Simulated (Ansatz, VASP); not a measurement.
# One calculation of Hf3N4, two programs

```
Hf N
1.0
    -3.36714    3.36714    3.36714
     3.36714   -3.36714    3.36714
     3.36714    3.36714   -3.36714
Hf N
6 8
Direct
  0.25000 0.62500 0.37500
  0.37500 0.25000 0.62500
  0.75000 0.87500 0.12500
  0.12500 0.75000 0.87500
  0.62500 0.37500 0.25000
  0.87500 0.12500 0.75000
  0.13301 0.13301 0.13301
  0.86699 0.50000 0.00000
  0.50000 0.00000 0.36699
  0.00000 0.86699 0.50000
  0.36699 0.50000 0.00000
  0.63301 0.63301 0.63301
  0.00000 0.36699 0.50000
  0.50000 0.00000 0.86699
```

Alike in both runs: task single point; functional r2SCAN; k mesh 6 × 6 × 6; occupations gaussian, width 0.02 eV; no spin polarisation.

```csv
,VASP,Ansatz
version,VASP 6.6.1,Ansatz 0.2.0
potentials or method,"VASP PAW PBE potentials, release 64 (Hf_pv, N), cutoff 660 eV","scalar-relativistic, plane waves, PAW"
valence electrons in the cell,100,196
```

```csv
,VASP,Ansatz,Ansatz less VASP
gap on the k mesh at the Fermi level (eV),1.39,1.38,-0.007
least direct gap on the mesh (eV),1.39,1.38,-0.007
pressure (GPa),-7.3,-4.4,+2.90
rms of the force components (eV/Å),0.105,0.079,-0.0260
```

VASP's potentials were made for PBE, not for r2SCAN. Atom by atom the forces differ by 0.026 eV/Å (rms over components). The functional is the same, so the differences come from potentials, cutoffs and numerics. VASP's potentials hold 100 valence electrons a cell and Ansatz's 196, so a difference there can come from the potentials and not from the codes.

Neither program's run includes spin-orbit coupling.
